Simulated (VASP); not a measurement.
Input of a VASP 6.6.1 run:

File INCAR:

```
PREC = Accurate
ENCUT = 520
EDIFF = 1E-6
ISMEAR = -1
SIGMA = 0.05
LREAL = F
LASPH = T
NELM = 80
ALGO = Normal
ISIF = 2
LWAVE = F
LCHARG = F
GGA = PE
NBANDS = 11
```

Contents of KPOINTS:

```
regular mesh
0
Gamma
  10 10 10
```

File POSCAR:

```
Ba
1.0
   -2.4662120743      2.4662120743      2.4662120743
    2.4662120743     -2.4662120743      2.4662120743
    2.4662120743      2.4662120743     -2.4662120743
Ba
1
Direct
    0.0000000000      0.0000000000      0.0000000000
```

Potentials or basis: VASP PAW PBE potentials, release 64 (Ba_sv).

Run with:

```console
$ cat potpaw_PBE.64/Ba_sv/POTCAR > POTCAR
$ mpirun -np 1 vasp_std > vasp.out
```

Predict the pressure.

0.6 GPa.

Estimate the band gap on the k mesh.

zero (band 5 reaches 2.17 eV, above the bottom of band 6 at 1.20 eV).

Caveat: spin-orbit coupling is left out, which moves the levels of the heavy elements.
